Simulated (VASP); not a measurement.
# Eu2O3 (P-3m1) in VASP: a series of runs

Eu2O3 is run at these levels: PBEsol; tasks: single point.

Program: VASP 6.6.1. These are calculated values, not measurements. Logs are shortened: lines on timing, memory, paths and dates and some standing lists are left out, and cuts for length are marked.

## 1. The cell of the first run

The structure is trigonal, space group P-3m1 (No. 164). The conventional cell has a = 3.731 Å, b = 3.731 Å, c = 5.808 Å, α = 90.00°, β = 90.00°, γ = 120.00°. Eu (site symmetry 3m) has 7 O at 2.24 to 2.58 Å within 3.0 Å. O (site symmetry 3m) has 4 Eu at 2.24 to 2.35 Å and 6 O at 2.76 to 2.97 Å within 3.0 Å. O (site symmetry -3m) has 6 Eu at 2.58 Å and 6 O at 2.97 Å within 3.4 Å.

## 2. Single point, PBEsol, collinear spin, ferromagnetic start

INCAR reads:

```
SYSTEM = Eu2O3
ALGO = Normal
EDIFF = 1E-7
ENCUT = 520
GGA = PS
ISIF = 2
ISMEAR = -1
ISPIN = 2
LASPH = .True.
LCHARG = .False.
LMAXMIX = 6
LORBIT = 11
LREAL = .False.
LWAVE = .False.
MAGMOM = 7 7 0 0 0
NBANDS = 38
NELM = 150
PREC = Accurate
SIGMA = 0.05
```

KPOINTS reads:

```
k-points
0
Gamma
  8 8 5
  0 0 0
```

POSCAR reads:

```
Eu2O3
1.0
    3.7308447049      0.0000000000      0.0000000000
   -1.8654223524      3.2310062921      0.0000000000
    0.0000000000      0.0000000000      5.8077663329
Eu O
2 3
Direct
    0.3333333333      0.6666666667      0.2438209447
    0.6666666667      0.3333333333      0.7561790553
    0.3333333333      0.6666666667      0.6480986211
    0.6666666667      0.3333333333      0.3519013789
    0.0000000000      0.0000000000      0.0000000000
```

Potentials or basis: VASP PAW PBE potentials, release 64 (Eu, O).

Started as:

```
cat potpaw_PBE.64/Eu/POTCAR potpaw_PBE.64/O/POTCAR > POTCAR
mpirun -np 1 vasp_std > vasp.out
```

OUTCAR:

```text
SYSTEM = Eu2O3
   EDIFF = 1E-7
   ENCUT = 520
   GGA = PS
   ISIF = 2
   ISMEAR = -1
   ISPIN = 2
   LASPH = .True.
   LORBIT = 11
   LREAL = .False.
   NELM = 150
   PREC = Accurate

 ion  position               nearest neighbor table
   1  0.333  0.667  0.244-   4 2.24   4 2.24   4 2.24   3 2.35   5 2.58   5 2.58   5 2.58
   2  0.667  0.333  0.756-   3 2.24   3 2.24   3 2.24   4 2.35   5 2.58   5 2.58   5 2.58
   3  0.333  0.667  0.648-   2 2.24   2 2.24   2 2.24   1 2.35
   4  0.667  0.333  0.352-   1 2.24   1 2.24   1 2.24   2 2.35
   5  0.000  0.000  0.000-   1 2.58   2 2.58   2 2.58   1 2.58   2 2.58   1 2.58

  LATTYP: Found a hexagonal cell.
 ALAT       =     3.7308447049
 C/A-ratio  =     1.5566893806

  Lattice vectors:

 A1 = (   3.7308447049,   0.0000000000,   0.0000000000)
 A2 = (  -1.8654223524,   3.2310062921,   0.0000000000)
 A3 = (   0.0000000000,   0.0000000000,   5.8077663329)

Analysis of symmetry for initial positions (statically):
=====================================================================
 Subroutine PRICEL returns:
 Original cell was already a primitive cell.

 Routine SETGRP: Setting up the symmetry group for a
 hexagonal supercell.

 Subroutine GETGRP returns: Found 12 space group operations
 (whereof 12 operations were pure point group operations)
 out of a pool of 24 trial point group operations.

The static configuration has the point symmetry D_3d.

Analysis of symmetry for dynamics (positions and initial velocities):
=====================================================================
 Subroutine PRICEL returns:
 Original cell was already a primitive cell.

 Routine SETGRP: Setting up the symmetry group for a
 hexagonal supercell.

 Subroutine GETGRP returns: Found 12 space group operations
 (whereof 12 operations were pure point group operations)
 out of a pool of 24 trial point group operations.

The dynamic configuration has the point symmetry D_3d.

Analysis of structural, dynamic, and magnetic symmetry:
=====================================================================
 Subroutine PRICEL returns:
 Original cell was already a primitive cell.

 Routine SETGRP: Setting up the symmetry group for a
 hexagonal supercell.

 Subroutine GETGRP returns: Found 12 space group operations
 (whereof 12 operations were pure point group operations)
 out of a pool of 24 trial point group operations.

The overall configuration has the point symmetry D_3d.

 Subroutine INISYM returns: Found 12 space group operations
 (whereof 12 operations are pure point group operations),
 and found     1 'primitive' translations

----------------------------------------------------------------------------------------

                                     Primitive cell

  volume of cell :      70.0090

  direct lattice vectors                    reciprocal lattice vectors
     3.730844705  0.000000000  0.000000000     0.268035815  0.154750550  0.000000000
    -1.865422352  3.231006292  0.000000000     0.000000000  0.309501100  0.000000000
     0.000000000  0.000000000  5.807766333     0.000000000  0.000000000  0.172183236

  length of vectors
     3.730844705  3.730844705  5.807766333     0.309501100  0.309501100  0.172183236

  position of ions in fractional coordinates (direct lattice)
     0.333333333  0.666666667  0.243820945
     0.666666667  0.333333333  0.756179055
     0.333333333  0.666666667  0.648098621
     0.666666667  0.333333333  0.351901379
     0.000000000  0.000000000  0.000000000

  ion indices of the primitive-cell ions
   primitive index   ion index
                 1           1
                 2           2
                 3           3
                 4           4
                 5           5

----------------------------------------------------------------------------------------

 KPOINTS: k-points

Automatic generation of k-mesh.
 Grid dimensions read from file:
 generate k-points for:    8    8    5

 Generating k-lattice:

  Cartesian coordinates                     Fractional coordinates (reciprocal lattice)
     0.033504477  0.019343819  0.000000000     0.125000000 -0.000000000  0.000000000
     0.000000000  0.038687637  0.000000000     0.000000000  0.125000000  0.000000000
     0.000000000  0.000000000  0.034436647     0.000000000  0.000000000  0.200000000

  Length of vectors
     0.038687637  0.038687637  0.034436647

  Shift w.r.t. Gamma in fractional coordinates (k-lattice)
     0.000000000  0.000000000  0.000000000

 Subroutine IBZKPT returns following result:
 ===========================================

 Found     40 irreducible k-points:

 Following reciprocal coordinates:
            Coordinates               Weight
  0.000000  0.000000  0.000000      1.000000
  0.125000 -0.000000  0.000000      6.000000
  0.250000 -0.000000  0.000000      6.000000
  0.375000  0.000000  0.000000      6.000000
  0.500000 -0.000000  0.000000      3.000000
  0.125000  0.125000  0.000000      6.000000
[... 16 lines left out ...]
 -0.125000  0.500000  0.200000     12.000000
  0.250000  0.250000  0.200000     12.000000
 [... further k-points ...]
   k-points           NKPTS =     40   k-points in BZ     NKDIM =     40   number of bands    NBANDS=     38
   number of dos      NEDOS =    301   number of ions     NIONS =      5
   total plane-waves  NPLWV =  37632
   dimension x,y,z NGX =    28 NGY =   28 NGZ =   48
   dimension x,y,z NGXF=    56 NGYF=   56 NGZF=   96
   ions per type =               2   3
   NGX,Y,Z   is equivalent  to a cutoff of  12.48, 12.48, 13.74 a.u.
   NGXF,Y,Z  is equivalent  to a cutoff of  24.95, 24.95, 27.48 a.u.
 SYSTEM =  Eu2O3
   PREC   = accura    normal or accurate (medium, high low for compatibility)
   ISTART =      0    job   : 0-new  1-cont  2-samecut
   ICHARG =      2    charge: 1-file 2-atom 10-const
   ISPIN  =      2    spin polarized calculation?
   LNONCOLLINEAR =      F non collinear calculations
   LSORBIT =      F    spin-orbit coupling
   LASPH  =      T    aspherical Exc in radial PAW
   ENCUT  =  520.0 eV  38.22 Ry    6.18 a.u.   6.94  6.94 10.80*2*pi/ulx,y,z
   NELM   =    150;   NELMIN=  2; NELMDL= -5     # of ELM steps
   EDIFF  = 0.1E-06   stopping-criterion for ELM
   LREAL  =      F    real-space projection
   EDIFFG = 0.1E-05   stopping-criterion for IOM
   NSW    =      0    number of steps for IOM
   IBRION =     -1    ionic relax: 0-MD 1-quasi-New 2-CG
   NFREE  =      0    steps in history (QN), initial steepest desc. (CG)
   ISIF   =      2    stress and relaxation
   ISYM   =      2    0-nonsym 1-usesym 2-fastsym
   POTIM  = 0.5000    time-step for ionic-motion
   TEBEG  =    0.0;   TEEND  =   0.0 temperature during run
   PSTRESS=    0.0 pullay stress
   NELECT =      52.0000    total number of electrons
   NUPDOWN=      -1.0000    fix difference up-down
   EMIN   =  10.00;   EMAX   =-10.00  energy-range for DOS
   EFERMI =   0.00;   METHOD = LEGACY
   ISMEAR =    -1;   SIGMA  =   0.05  broadening in eV -4-tet -1-fermi 0-gaus
   EFERMI_NEDOS =   21; number of points for ismear=-14 and -15
   IALGO  =     38    algorithm
   IMIX   =      4    mixing-type and parameters
     AMIX     =   0.40;   BMIX     =  1.00
     AMIX_MAG =   1.60;   BMIX_MAG =  1.00
  volume/ion in A,a.u.               =      14.00        94.49
  Fermi-wavevector in a.u.,A,eV,Ry     =   1.482602  2.801711 29.907083  2.198109
  Thomas-Fermi vector in A             =   2.596368
   LORBIT       =     11    0 simple, 1 ext, 2 COOP (PROOUT), +10 PAW based schemes
   GGA     = PS    functional components
   LHFCALC =     F    Hartree Fock is set to
   AEXX    =    0.0000 exact exchange contribution
   IVDW    =     0    specifies the selected vdW correction
   LEPSILON=     F    determine dielectric tensor
   LRPA    =     F    only Hartree local field effects (RPA)
 spin polarized calculation
  energy-cutoff  :      520.00
  volume of cell :       70.01
 maximum number of plane-waves:      1906
   NGX = 13   NGY = 13   NGZ = 21

 number of electron      51.9999997 magnetization      12.0000067

 Free energy of the ion-electron system (eV)
  ---------------------------------------------------
  ext. energy  EPLUGINS =         0.00000000
  ---------------------------------------------------
  free energy    TOTEN  =       -54.00021383 eV

  energy without entropy =      -53.92899379  energy(sigma->0) =      -53.96460381

 E-fermi :   2.9476     XC(G=0): -11.5682

 val. band max:        2.9464103144   @ k =   0.5000  -0.0000   0.4000
 cond. band min:       2.9511991272   @ k =   0.2500   0.2500   0.4000
 fundamental gap:      0.0047888128
 Fermi energy:         2.9476327811

 spin component 1

 k-point     1 :       0.0000    0.0000    0.0000
  band No.  band energies     occupation
      1     -37.5524      1.00000
      2     -37.4475      1.00000
      3     -17.4698      1.00000
      4     -15.9365      1.00000
      5     -15.9365      1.00000
      6     -15.7822      1.00000
[... 30 lines left out ...]
     37       7.1431      0.00000
     38       7.8075      0.00000
[... 941 lines left out ...]
     37       8.3251      0.00000
     38       9.1485      0.00000

 [... further k-points ...]

 spin component 2

 k-point     1 :       0.0000    0.0000    0.0000
  band No.  band energies     occupation
      1     -34.8289      1.00000
      2     -34.6911      1.00000
      3     -16.3737      1.00000
      4     -14.1961      1.00000
      5     -14.0188      1.00000
      6     -13.9784      1.00000
[... 30 lines left out ...]
     37       8.1294      0.00000
     38       8.9219      0.00000
[... 941 lines left out ...]
     37       9.0958      0.00000
     38       9.9555      0.00000

 [... further k-points ...]
[... 5 lines left out ...]
  --------------------------------------------------------------------------------------
  -------------------------------------------------------------------------------------
  Total        0.2101321      0.2101321      0.1320395      0.0000000      0.0000000      0.0000000
  in kB        4.8089355      4.8089355      3.0217619      0.0000000      0.0000000      0.0000000
  external PRESSURE =       4.2132110 kB  Pullay stress =       0.0000000 kB

 VOLUME and BASIS-vectors are now :
 -----------------------------------------------------------------------------
  energy-cutoff  :      520.00
  volume of cell :       70.01
      direct lattice vectors                 reciprocal lattice vectors
     3.730844705  0.000000000  0.000000000     0.268035815  0.154750550  0.000000000
    -1.865422352  3.231006292  0.000000000     0.000000000  0.309501100  0.000000000
     0.000000000  0.000000000  5.807766333     0.000000000  0.000000000  0.172183236

 POSITION                                       TOTAL-FORCE (eV/Angst)
 -----------------------------------------------------------------------------------
     -0.00000      2.15400      1.41606        -0.000000     -0.000000     -0.041439
      1.86542      1.07700      4.39171         0.000000      0.000000      0.041439
     -0.00000      2.15400      3.76401        -0.000000      0.000000     -0.007517
      1.86542      1.07700      2.04376         0.000000     -0.000000      0.007517
      0.00000      0.00000      0.00000         0.000000      0.000000      0.000000
 -----------------------------------------------------------------------------------
    total drift:                               -0.000000      0.000000      0.000000

  FREE ENERGIE OF THE ION-ELECTRON SYSTEM (eV)
  ---------------------------------------------------
  free  energy   TOTEN  =       -54.0002138311 eV

  energy  without entropy=      -53.9289937918  energy(sigma->0) =      -53.96460381

 total charge

# of ion       s       p       d       f       tot
--------------------------------------------------
    1        2.043   5.738   0.589   6.264  14.634
    2        2.043   5.738   0.589   6.264  14.634
    3        1.566   3.458   0.000   0.000   5.024
    4        1.566   3.458   0.000   0.000   5.024
    5        1.555   3.365   0.000   0.000   4.920
--------------------------------------------------
tot          8.774  21.758   1.178  12.527  44.236

 magnetization (x)

# of ion       s       p       d       f       tot
--------------------------------------------------
    1       -0.007  -0.092   0.075   6.069   6.044
    2       -0.007  -0.092   0.075   6.069   6.044
    3       -0.005  -0.129   0.000   0.000  -0.134
    4       -0.005  -0.129   0.000   0.000  -0.134
    5       -0.004  -0.173   0.000   0.000  -0.177
--------------------------------------------------
tot         -0.028  -0.616   0.149  12.137  11.643
```

It took 8.5 min on 1 thread of Intel Xeon Platinum 8559C (Emerald Rapids), shared host; peak memory 0.35 GiB.

Results:

| Property | Result |
| --- | --- |
| Free energy | -54.0002 eV |
| Pressure | 0.4 GPa |
| Largest force | 0.041 eV/Å |
| Band gap on the k mesh | zero (filled and empty bands overlap) |
| Net moment | 12.00 μB per cell |
| Site moments | Eu +6.04; O -0.13, -0.18 (each value once) μB |
| Valence electrons inside the program's atomic spheres | Eu 14.63; O 5.02, 4.92 (each value once) |

Forces on the atoms (eV/Å):
```
Eu   0.000  0.000 -0.041
Eu   0.000  0.000  0.041
O    0.000  0.000 -0.008
O    0.000  0.000  0.008
O    0.000  0.000  0.000
```

Stress tensor (GPa, compression positive):
```
0.48 0.00 0.00
0.00 0.48 0.00
0.00 0.00 0.30
```

Levels at points of the mesh, in eV from the Fermi level:
Spin up:
```tsv
k point	band 30	band 31	band 32	band 33	band 34	band 35
(0.00, 0.00, 0.00)	-0.27	-0.05	0.21	0.21	0.26	3.79
(0.50, 0.00, 0.00)	-0.23	-0.12	-0.02	0.06	0.27	3.62
```
Spin down:
```
           k point  band 18  band 19  band 20  band 21  band 22  band 23
(0.00, 0.00, 0.00)    -1.67    -1.67    -1.28     3.38     3.81     3.81
(0.50, 0.00, 0.00)    -1.89    -1.79    -1.59     3.24     3.66     3.90
```

Caveat: the PAW data sets were made with another functional, which shifts forces and pressure a little; spin-orbit coupling is left out, which moves the levels of the heavy elements; semilocal functionals describe open f shells poorly, which spoils levels, moments and volumes. The state reached can hang on the start; a lower one may exist.

## 3. Single point, PBEsol, collinear spin, ferromagnetic start

This run uses another cell than the first one, of 14.47 Å³/atom.

INCAR reads:

```
SYSTEM = Eu2O3
PREC = Accurate
ENCUT = 520
EDIFF = 1E-6
ISMEAR = -1
SIGMA = 0.05
LREAL = .FALSE.
LASPH = .TRUE.
NELM = 150
ALGO = Normal
ISIF = 2
LWAVE = .FALSE.
LCHARG = .FALSE.
ISPIN = 2
MAGMOM = 7 7 0 0 0
LORBIT = 11
LMAXMIX = 6
GGA = PS
NBANDS = 38
```

KPOINTS reads:

```
regular mesh
0
G
  8 8 5
  0 0 0
```

POSCAR reads:

```
Eu2O3
1.0
    3.7882997899      0.0000000000      0.0000000000
   -1.8941498949      3.2807638552      0.0000000000
    0.0000000000      0.0000000000      5.8208371100
Eu O
2 3
Direct
    0.3333333333      0.6666666667      0.2424440900
    0.6666666667      0.3333333333      0.7575559100
    0.3333333333      0.6666666667      0.6511035700
    0.6666666667      0.3333333333      0.3488964300
    0.0000000000      0.0000000000      0.0000000000
```

Potentials or basis: VASP PAW PBE potentials, release 64 (Eu, O).

Started as:

```
cat potpaw_PBE.64/Eu/POTCAR potpaw_PBE.64/O/POTCAR > POTCAR
mpirun -np 1 vasp_std > vasp.out
```

Wall time 8.3 min (1 thread of Intel Xeon Platinum 8559C (Emerald Rapids), shared host); peak memory 0.36 GiB.

The run converged. Its results:

| Quantity | Value |
| --- | --- |
| Free energy | -53.9679 eV |
| Pressure | -4.4 GPa |
| Largest force | 0.233 eV/Å |
| Band gap on the k mesh | zero (filled and empty bands overlap) |
| Net moment | 12.00 μB per cell |
| Site moments | Eu +6.06; O -0.14, -0.19 (each value once) μB |
| Valence electrons inside the program's atomic spheres | Eu 14.59; O 5.00, 4.91 (each value once) |

Forces on the atoms (eV/Å):
```
Eu   0.000  0.000  0.233
Eu   0.000  0.000 -0.233
O    0.000  0.000 -0.032
O    0.000  0.000  0.032
O    0.000  0.000  0.000
```

Stress tensor (GPa, compression positive):
```
-4.93  0.00  0.00
 0.00 -4.93  0.00
 0.00  0.00 -3.31
```

Levels at points of the mesh, in eV from the Fermi level:
Spin up:
```tsv
k point	band 29	band 30	band 31	band 32	band 33	band 34	band 35	band 36
(0.00, 0.00, 0.00)	-0.36	-0.26	-0.05	0.21	0.21	0.27	3.68	4.17
(0.50, 0.00, 0.00)	-0.34	-0.23	-0.14	-0.02	0.06	0.28	3.63	5.15
```
Spin down:
```csv
k point,band 18,band 19,band 20,band 21,band 22,band 23
"(0.00, 0.00, 0.00)",-1.54,-1.54,-1.18,3.44,3.83,3.83
"(0.50, 0.00, 0.00)",-1.79,-1.70,-1.46,3.32,3.71,3.92
```

Caveat: the cell stands under tension; the PAW data sets were made with another functional, which shifts forces and pressure a little; spin-orbit coupling is left out, which moves the levels of the heavy elements; semilocal functionals describe open f shells poorly, which spoils levels, moments and volumes. The state reached can hang on the start; a lower one may exist.
